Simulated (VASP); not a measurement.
Wanted: the native input for a VASP 6.6.1 run.

| Item | Value |
| --- | --- |
| Task | single point |
| Functional | revPBE |
| Potentials or basis | VASP PAW PBE potentials, release 64 (Ru_pv) |
| Cutoff | 520 eV |
| k mesh | 22 × 22 × 12 |
| Occupations | fermi-dirac, width 0.1 eV |
| Spin | no spin polarisation |
| Dipole correction | no |
| Further INCAR settings | ALGO = Normal; EDIFF = 1e-06; NBANDS = 21 |

The structure of Ru lies in POSCAR:

```
Ru
1.0
    2.8381926120      0.0000000000      0.0000000000
   -1.4190963060      2.4579469029      0.0000000000
    0.0000000000      0.0000000000      4.4690051826
Ru
2
Direct
    0.3333333333      0.6666666667      0.2500000000
    0.6666666667      0.3333333333      0.7500000000
```

This cell differs from its parent crystal: volume scaled by 1.12.

These files were run (other wordings do the same):

INCAR

```
SYSTEM = Ru
PREC     = Accurate       ! precision mode
ENCUT    = 520            ! plane-wave cutoff, eV
EDIFF    = 1E-6           ! SCF threshold, eV
ISMEAR   = -1             ! smearing method
SIGMA    = 0.1            ! smearing width, eV
LREAL    = .FALSE.        ! projectors in reciprocal space
LASPH    = .TRUE.         ! aspherical terms in the spheres
NELM     = 80             ! most SCF steps
ALGO     = Normal         ! electronic algorithm
ISIF     = 2              ! what is computed and relaxed
LWAVE    = .FALSE.        ! write WAVECAR
LCHARG   = .FALSE.        ! write CHGCAR
GGA      = RE             ! functional
NBANDS   = 21             ! bands
```

KPOINTS

```
regular mesh
0
G
  22 22 12
  0 0 0
```

Potentials or basis: VASP PAW PBE potentials, release 64 (Ru_pv).

Run with:

```bash
$ cat potpaw_PBE.64/Ru_pv/POTCAR > POTCAR
$ mpirun -np 1 vasp_std > vasp.out
```

It gave:

- Pressure: -25.7 GPa
- Band gap on the k mesh: zero (band 14 reaches 11.77 eV, above the bottom of band 15 at 9.22 eV)

Caveat: the PAW data sets were made with another functional, which shifts forces and pressure a little.

Wall time 100 s on 1 thread of Intel(R) Xeon(R) Platinum 8488C (Sapphire Rapids), on a shared host, peak memory 0.3 GiB.
